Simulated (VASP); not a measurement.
Crystal: Sn.

```
CELL_PARAMETERS angstrom
-1.89465 1.89465 1.89465
1.89465 -1.89465 1.89465
1.89465 1.89465 -1.89465
ATOMIC_POSITIONS crystal
Sn 0.00000 0.00000 0.00000
```

- Program: VASP 6.6.1
- Task: relaxation of cell and atoms
- Functional: LDA
- Potentials or basis: VASP PAW LDA potentials, release 64 (Sn_d)
- Cutoff: 600 eV
- k mesh: 11 × 11 × 11
- Occupations: fermi-dirac, width 0.1 eV
- Spin: no spin polarisation

At the start: pressure -3.0 GPa; volume 27.20 Å³/atom.

Task: How do energy, volume and symmetry change on relaxing?

Result: Over 3 steps the energy falls by 15.2 meV/atom and the volume is 25.67 Å³/atom (-5.7 %); space group Im-3m (No. 229, to 0.05 Å).

Step by step:
| step | energy change (eV) | largest force (eV/Å) | pressure (GPa) | volume (Å³) |
| --- | --- | --- | --- | --- |
| 1 | 0.0000 | 0.0000 | -3.00 | 27.20 |
| 2 | -0.0139 | 0.0000 | 1.02 | 25.25 |
| 3 | -0.0152 | 0.0000 | 0.00 | 25.67 |

Final structure:
```
Sn
1.0
    -1.85826    1.85826    1.85826
     1.85826   -1.85826    1.85826
     1.85826    1.85826   -1.85826
Sn
1
Direct
  0.00000 0.00000 0.00000
```
